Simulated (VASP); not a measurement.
# Al in VASP: a series of runs

Al is run at these levels: r2SCAN; tasks: single point.

Program: VASP 6.6.1. These are calculated values, not measurements. Logs are shortened: lines on timing, memory, paths and dates and some standing lists are left out, and cuts for length are marked.

### 1 The cell of the first run

Symmetry: I4/mmm, No. 139, tetragonal system. Conventional cell: a = 2.954 Å, b = 2.954 Å, c = 3.782 Å, α = 90.00°, β = 90.00°, γ = 90.00°. Al (site symmetry 4/mmm) has 14 Al at 2.82 to 3.78 Å within 3.8 Å.

### 2 Single point, r2SCAN

Input file POSCAR:

```
Al
1.0
    4.1772297089      0.0000000000      0.0000000000
    0.0000000000      4.1772297089      0.0000000000
   -2.0886148545      0.0000000000      1.8909747830
Al
2
Direct
    0.0000000000      0.0000000000      0.0000000000
    0.5000000000      0.5000000000      0.0000000000
```

Input file INCAR.step1:

```
SYSTEM = Al
PREC = Accurate ; ENCUT = 520
ISMEAR = 0 ; SIGMA = 0.1
LREAL = .FALSE. ; LASPH = .TRUE.
NELM = 80 ; ISYM = 0
NBANDS = 10 ; GGA = PE
ALGO = Normal ; EDIFF = 1E-4
LWAVE = .TRUE. ; LCHARG = .FALSE.
```

Input file INCAR.step2:

```
SYSTEM = Al
PREC = Accurate ; ENCUT = 520
EDIFF = 1E-7 ; ISMEAR = 0
SIGMA = 0.1 ; LREAL = .FALSE.
LASPH = .TRUE. ; NELM = 80
ALGO = Normal ; ISIF = 2
LWAVE = .FALSE. ; LCHARG = .FALSE.
METAGGA = R2SCAN ; LMIXTAU = .TRUE.
ISYM = 0 ; NBANDS = 10
ISTART = 1
```

Input file KPOINTS:

```
Automatic mesh
0
G
  8 8 18
  0 0 0
```

Potentials or basis: VASP PAW PBE potentials, release 64 (Al).

Run with:

```
$ cat potpaw_PBE.64/Al/POTCAR > POTCAR
$ cp INCAR.step1 INCAR
$ mpirun -np 1 vasp_std > vasp.out
$ cp INCAR.step2 INCAR
$ mpirun -np 1 vasp_std > vasp.out
```

OUTCAR:

```text
SYSTEM = Al
   PREC = Accurate
   ENCUT = 520
   EDIFF = 1E-7
   ISMEAR = 0
   LREAL = .FALSE.
   LASPH = .TRUE.
   NELM = 80
   ISIF = 2
   METAGGA = R2SCAN
   ISYM = 0
   ISTART = 1

 ion  position               nearest neighbor table
   1  0.000  0.000  0.000-   2 2.82   2 2.82   2 2.82   2 2.82   2 2.95   2 2.95   2 2.95   2 2.95

   2  0.500  0.500  0.000-   1 2.82   1 2.82   1 2.82   1 2.82   1 2.95   1 2.95   1 2.95   1 2.95

IMPORTANT INFORMATION: All symmetrisations will be switched off!
NOSYMM: (Re-)initialisation of all symmetry stuff for point group C_1.

----------------------------------------------------------------------------------------

                                     Primitive cell

  volume of cell :      32.9961

  direct lattice vectors                    reciprocal lattice vectors
     4.177229709  0.000000000  0.000000000     0.239393107  0.000000000  0.264413891
     0.000000000  4.177229709  0.000000000     0.000000000  0.239393107  0.000000000
    -2.088614854  0.000000000  1.890974783     0.000000000  0.000000000  0.528827782

  length of vectors
     4.177229709  4.177229709  2.817462979     0.356684406  0.239393107  0.528827782

  position of ions in fractional coordinates (direct lattice)
     0.000000000  0.000000000  0.000000000
     0.500000000  0.500000000  0.000000000

  ion indices of the primitive-cell ions
   primitive index   ion index
                 1           1
                 2           2

----------------------------------------------------------------------------------------

 KPOINTS: Automatic mesh

Automatic generation of k-mesh.
 Grid dimensions read from file:
 generate k-points for:    8    8   18

 Generating k-lattice:

  Cartesian coordinates                     Fractional coordinates (reciprocal lattice)
     0.029924138  0.000000000  0.033051736     0.125000000  0.000000000  0.000000000
     0.000000000  0.029924138  0.000000000     0.000000000  0.125000000  0.000000000
     0.000000000  0.000000000  0.029379321     0.000000000  0.000000000  0.055555556

  Length of vectors
     0.044585551  0.029924138  0.029379321

  Shift w.r.t. Gamma in fractional coordinates (k-lattice)
     0.000000000  0.000000000  0.000000000

 -----------------------------------------------------------------------------
|                                                                             |
|           W    W    AA    RRRRR   N    N  II  N    N   GGGG   !!!           |
|           W    W   A  A   R    R  NN   N  II  NN   N  G    G  !!!           |
|           W    W  A    A  R    R  N N  N  II  N N  N  G       !!!           |
[... 71 lines left out ...]
   IBRION =     -1    ionic relax: 0-MD 1-quasi-New 2-CG
   NFREE  =      0    steps in history (QN), initial steepest desc. (CG)
   ISIF   =      2    stress and relaxation
   ISYM   =      0    0-nonsym 1-usesym 2-fastsym
   POTIM  = 0.5000    time-step for ionic-motion
   TEBEG  =    0.0;   TEEND  =   0.0 temperature during run
   PSTRESS=    0.0 pullay stress
   NELECT =       6.0000    total number of electrons
   NUPDOWN=      -1.0000    fix difference up-down
   EMIN   =  10.00;   EMAX   =-10.00  energy-range for DOS
   EFERMI =   0.00;   METHOD = LEGACY
   ISMEAR =     0;   SIGMA  =   0.10  broadening in eV -4-tet -1-fermi 0-gaus
   EFERMI_NEDOS =   21; number of points for ismear=-14 and -15
   IALGO  =     38    algorithm
   IMIX   =      4    mixing-type and parameters
     AMIX     =   0.40;   BMIX     =  1.00
     AMIX_MAG =   1.60;   BMIX_MAG =  1.00
  volume/ion in A,a.u.               =      16.50       111.33
  Fermi-wavevector in a.u.,A,eV,Ry     =   0.927480  1.752683 11.703985  0.860219
  Thomas-Fermi vector in A             =   2.053554
   LORBIT       =      0    0 simple, 1 ext, 2 COOP (PROOUT), +10 PAW based schemes
   METAGGA = R2SCAN    functional components
   LHFCALC =     F    Hartree Fock is set to
   AEXX    =    0.0000 exact exchange contribution
   IVDW    =     0    specifies the selected vdW correction
   LEPSILON=     F    determine dielectric tensor
   LRPA    =     F    only Hartree local field effects (RPA)
 non-spin polarized calculation
 Gauss-broadening in eV      SIGMA  =   0.10
  energy-cutoff  :      520.00
  volume of cell :       33.00
 maximum number of plane-waves:       908
   NGX = 15   NGY = 15   NGZ = 11

 number of electron       6.0000000 magnetization

 Free energy of the ion-electron system (eV)
  ---------------------------------------------------
  ext. energy  EPLUGINS =         0.00000000
  ---------------------------------------------------
  free energy    TOTEN  =       -13.41067322 eV

  energy without entropy =      -13.40567555  energy(sigma->0) =      -13.40817438

 E-fermi :   7.9527     XC(G=0): -10.9107

 val. band max:        7.9516994284   @ k =   0.3750   0.0000   0.2222
 cond. band min:       7.9558667700   @ k =   0.0000  -0.1250   0.2778
 fundamental gap:      0.0041673417
 Fermi energy:         7.9527115511

 k-point     1 :       0.0000    0.0000    0.0000
  band No.  band energies     occupation
      1      -3.8240      2.00000
      2       4.3592      2.00000
      3       5.6718      2.00000
      4      14.0328      0.00000
      5      14.4565      0.00000
      6      15.1081      0.00000
      7      18.5725      0.00000
      8      21.1219      0.00000
      9      21.1221      0.00000
     10      22.2050      0.00000
[... 287 lines left out ...]
 k-point    24 :       0.2500    0.3750    0.0000
  band No.  band energies     occupation
      1      -1.3241      2.00000
      2       0.8750      2.00000
      3       8.2328      0.00007
      4      10.3308      0.00000
      5      13.7456      0.00000
      6      16.4817      0.00000
      7      18.3222      0.00000
      8      19.0148      0.00000
      9      19.6248      0.00000
     10      20.4331      0.00000

 [... further k-points ...]
[... 5 lines left out ...]
  --------------------------------------------------------------------------------------
  -------------------------------------------------------------------------------------
  Total       -0.9959810     -0.8210713      0.1507494     -0.0000000      0.0000001      0.1420208
  in kB      -48.3614354    -39.8684193      7.3198739     -0.0000003      0.0000026      6.8960433
  external PRESSURE =     -26.9699936 kB  Pullay stress =       0.0000000 kB

 VOLUME and BASIS-vectors are now :
 -----------------------------------------------------------------------------
  energy-cutoff  :      520.00
  volume of cell :       33.00
      direct lattice vectors                 reciprocal lattice vectors
     4.177229709  0.000000000  0.000000000     0.239393107  0.000000000  0.264413891
     0.000000000  4.177229709  0.000000000     0.000000000  0.239393107  0.000000000
    -2.088614854  0.000000000  1.890974783     0.000000000  0.000000000  0.528827782

 POSITION                                       TOTAL-FORCE (eV/Angst)
 -----------------------------------------------------------------------------------
      0.00000      0.00000      0.00000        -0.000000     -0.000000     -0.000000
      2.08861      2.08861      0.00000         0.000000      0.000000      0.000000
 -----------------------------------------------------------------------------------
    total drift:                                0.000000      0.000000     -0.000000

  FREE ENERGIE OF THE ION-ELECTRON SYSTEM (eV)
  ---------------------------------------------------
  free  energy   TOTEN  =       -13.4106732180 eV

  energy  without entropy=      -13.4056755473  energy(sigma->0) =      -13.40817438
```

OSZICAR.step1:

```text
N       E                     dE             d eps       ncg     rms          rms(c)
DAV:   1    -0.369716522392E+00   -0.36972E+00   -0.21671E+03 11664   0.440E+02
DAV:   2    -0.733067849354E+01   -0.69610E+01   -0.66933E+01 15352   0.540E+01
DAV:   3    -0.749181739523E+01   -0.16114E+00   -0.15774E+00 15018   0.639E+00
DAV:   4    -0.749264419596E+01   -0.82680E-03   -0.82650E-03 13900   0.503E-01
DAV:   5    -0.749265157724E+01   -0.73813E-05   -0.73811E-05 14028   0.457E-02    0.183E+00
DAV:   6    -0.746675555758E+01    0.25896E-01   -0.32681E-03 12900   0.310E-01    0.106E+00
DAV:   7    -0.744808906718E+01    0.18666E-01   -0.92287E-03 12362   0.488E-01    0.181E-01
DAV:   8    -0.744803316963E+01    0.55898E-04   -0.69658E-05 13294   0.552E-02
   1 F= -.74480332E+01 E0= -.74454148E+01  d E =-.523676E-02
```

Wall time 6.1 min (1 thread of AMD EPYC 9R45 (Zen 5), shared host); peak memory 0.25 GiB.

Results:

* Free energy: -13.4107 eV
* Pressure: -2.7 GPa
* Band gap on the k mesh: zero (bands 3 and 4 overlap by 12.00 eV)

Stress tensor (GPa, compression positive):
```
-4.84  0.00  0.69
 0.00 -3.99  0.00
 0.69  0.00  0.73
```

Levels at points of the mesh, in eV from the Fermi level:
```
           k point  band 1  band 2  band 3  band 4  band 5  band 6  band 7  band 8
(0.00, 0.00, 0.00)  -11.78   -3.59   -2.28    6.08    6.50    7.16   10.62   13.17
(0.50, 0.00, 0.00)   -6.85   -6.85    1.03    1.03    2.55    2.55    9.99    9.99
(0.00, 0.50, 0.00)   -9.54   -9.54    7.57    7.57    8.27    8.27    8.37    8.37
(0.50, 0.50, 0.00)   -4.91   -4.91   -4.43   -4.43   11.01   11.01   11.16   11.16
(0.00, 0.00, 0.50)   -3.59   -2.28   -1.94   -0.15    4.74    4.81    4.81    6.08
(0.50, 0.00, 0.50)   -6.85   -6.85    1.03    1.03    2.55    2.55    9.99    9.99
(0.00, 0.50, 0.50)   -1.51   -1.51   -0.26   -0.26    0.11    0.11    2.41    2.41
(0.50, 0.50, 0.50)   -4.91   -4.91   -4.43   -4.43   11.01   11.01   11.16   11.16
```

Caveat: the stress differs along the axes, from -5 to 1 GPa; the PAW data sets were made with another functional, which shifts forces and pressure a little.

### 3 Single point, r2SCAN

This run uses another cell than the first one, of 16.85 Å³/atom.

Input file POSCAR:

```
Al
1.0
    4.1772209804      0.0000000000      0.0085394285
    0.0000000000      4.1772297089      0.0000000000
   -2.0847448077      0.0000000000      1.9268405230
Al
2
Direct
    0.0000000000      0.0000000000      0.0000000000
    0.5000000000      0.5000000000      0.0000000000
```

Input file INCAR.step1:

```
ALGO     = Normal         # electronic algorithm
EDIFF    = 1E-4           # SCF threshold, eV
ENCUT    = 520            # plane-wave cutoff, eV
GGA      = PE             # functional
ISMEAR   = 0              # smearing method
ISYM     = 0            
LASPH    = T              # aspherical terms in the spheres
LCHARG   = F              # write CHGCAR
LREAL    = F              # projectors in reciprocal space
LWAVE    = T              # write WAVECAR
NBANDS   = 10             # bands
NELM     = 100            # most SCF steps
PREC     = Accurate       # precision mode
SIGMA    = 0.1            # smearing width, eV
```

Input file INCAR.step2:

```
ALGO     = Normal         # electronic algorithm
EDIFF    = 1E-6           # SCF threshold, eV
ENCUT    = 520            # plane-wave cutoff, eV
ISIF     = 2              # what is computed and relaxed
ISMEAR   = 0              # smearing method
ISTART   = 1            
ISYM     = 0            
LASPH    = T              # aspherical terms in the spheres
LCHARG   = F              # write CHGCAR
LMIXTAU  = T            
LREAL    = F              # projectors in reciprocal space
LWAVE    = F              # write WAVECAR
METAGGA  = R2SCAN         # meta-GGA
NBANDS   = 10             # bands
NELM     = 100            # most SCF steps
PREC     = Accurate       # precision mode
SIGMA    = 0.1            # smearing width, eV
```

Input file KPOINTS:

```
k-points
0
Gamma
  8 8 18
```

Potentials or basis: VASP PAW PBE potentials, release 64 (Al).

Run with:

```
$ cat potpaw_PBE.64/Al/POTCAR > POTCAR
$ cp INCAR.step1 INCAR
$ mpirun -np 1 vasp_std > vasp.out
$ cp INCAR.step2 INCAR
$ mpirun -np 1 vasp_std > vasp.out
```

Run time: 5.5 min. Hardware: 1 thread of AMD EPYC 9R45 (Zen 5), shared host; peak memory 0.25 GiB.

The run converged. Its results:

| Property | Result |
| --- | --- |
| Free energy | -13.4126 eV |
| Pressure | -4.4 GPa |
| Band gap on the k mesh | zero (bands 3 and 4 overlap by 12.18 eV) |

Stress tensor (GPa, compression positive):
```
-6.75  0.00 -0.02
 0.00 -6.23  0.00
-0.02  0.00 -0.25
```

Levels at points of the mesh, in eV from the Fermi level:
| k point | band 1 | band 2 | band 3 | band 4 | band 5 | band 6 |
| --- | --- | --- | --- | --- | --- | --- |
| (0.00, 0.00, 0.00) | -11.66 | -3.46 | -2.15 | 5.90 | 6.23 | 6.78 |
| (0.50, 0.00, 0.00) | -6.86 | -6.86 | 1.05 | 1.05 | 2.54 | 2.54 |
| (0.00, 0.50, 0.00) | -9.42 | -9.42 | 7.72 | 7.72 | 8.10 | 8.10 |
| (0.50, 0.50, 0.00) | -4.87 | -4.87 | -4.47 | -4.47 | 11.13 | 11.13 |
| (0.00, 0.00, 0.50) | -3.46 | -2.20 | -2.15 | -0.48 | 4.88 | 4.95 |
| (0.50, 0.00, 0.50) | -6.82 | -6.82 | 1.09 | 1.09 | 2.58 | 2.58 |
| (0.00, 0.50, 0.50) | -1.37 | -1.37 | -0.14 | -0.14 | -0.14 | -0.14 |
| (0.50, 0.50, 0.50) | -4.85 | -4.85 | -4.42 | -4.42 | 11.12 | 11.12 |

Caveat: the stress differs along the axes, from -7 to -0 GPa; the PAW data sets were made with another functional, which shifts forces and pressure a little.
